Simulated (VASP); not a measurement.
Write the native input for VASP 6.6.1 that does the following.

| Item | Value |
| --- | --- |
| Task | relaxation of cell and atoms |
| Functional | PBE |
| Potentials or basis | VASP PAW PBE potentials, release 64 (Pd) |
| Cutoff | 500 eV |
| k mesh | 11 × 11 × 11 |
| Occupations | fermi-dirac, width 0.05 eV |
| Spin | no spin polarisation |
| Dipole correction | no |
| Further INCAR settings | ALGO = Normal; EDIFF = 1e-07; IBRION = 2; EDIFFG = -0.03; NSW = 80; ISIF = 3 |

The structure of Pd lies in POSCAR:

```
Pd
1.0
    0.0000000000      1.9450000000      1.9450000000
    1.9450000000      0.0000000000      1.9450000000
    1.9450000000      1.9450000000      0.0000000000
Pd
1
Direct
    0.0000000000      0.0000000000      0.0000000000
```

One way to write it, as run:

INCAR

```
ALGO = Normal ; EDIFF = 1E-7
EDIFFG = -0.03 ; ENCUT = 500
GGA = PE ; GGA_COMPAT = F
IBRION = 2 ; ISIF = 3
ISMEAR = -1 ; LASPH = T
LCHARG = F ; LREAL = F
LWAVE = F ; NELM = 120
NELMIN = 4 ; NSW = 80
PREC = Accurate ; SIGMA = 0.05
```

KPOINTS

```
k-points
0
Gamma
  11 11 11
```

Potentials or basis: VASP PAW PBE potentials, release 64 (Pd).

Launch:

```sh
$ cat potpaw_PBE.64/Pd/POTCAR > POTCAR
$ mpirun -np 1 vasp_std > vasp.out
```

Results of the run:

The relaxed volume is 15.35 Å³/atom, the relaxed cell is a = 2.790 Å, b = 2.790 Å, c = 2.790 Å, α = 60.00°, β = 60.00°, γ = 60.00° and the space group after relaxing (to 0.1 Å) is Fm-3m (No. 225). The energy gained by relaxing is 14.4 meV/atom, the ionic steps are 3 and the pressure after relaxing is -0.1 GPa. The band gap on the k mesh is zero (bands 5 and 6 overlap by 1.41 eV).

Wall time 6.8 s on 1 thread of AMD EPYC 9R45 96-Core Processor (Zen 5) (shared host), peak memory 0.1 GiB.
